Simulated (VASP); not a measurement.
Input of a VASP 6.6.1 run:

INCAR

```
ALGO = Normal
EDIFF = 1E-6
ENCUT = 520
GGA = RE
ISIF = 2
ISMEAR = -1
IVDW = 12
LASPH = T
LCHARG = F
LREAL = F
LWAVE = F
NBANDS = 14
NELM = 80
PREC = Accurate
SIGMA = 0.05
```

The input KPOINTS:

```
k-points
0
Gamma
  8 8 8
```

POSCAR

```
NaCl
1.0
    3.4363337223      0.0000000000      0.0000000000
    0.0000000000      3.4363337223      0.0000000000
    0.0000000000      0.0000000000      3.4363337223
Cl Na
1 1
Direct
    0.5000000000      0.5000000000      0.5000000000
    0.0000000000      0.0000000000      0.0000000000
```

Potentials or basis: VASP PAW PBE potentials, release 64 (Cl, Na_pv).

Command:

```sh
$ cat potpaw_PBE.64/Cl/POTCAR potpaw_PBE.64/Na_pv/POTCAR > POTCAR
$ mpirun -np 1 vasp_std > vasp.out
```

Problem. Estimate the band gap on the k mesh.

Solution. 4.44 eV (least direct gap 4.97 eV).

Problem. Predict the dispersion energy per atom.

Solution. -0.459 eV.

Problem. What does it give for the pressure?

Solution. 0.0 GPa.

Caveat: the PAW data sets were made with another functional, which shifts forces and pressure a little. A k mesh can miss the band edges.
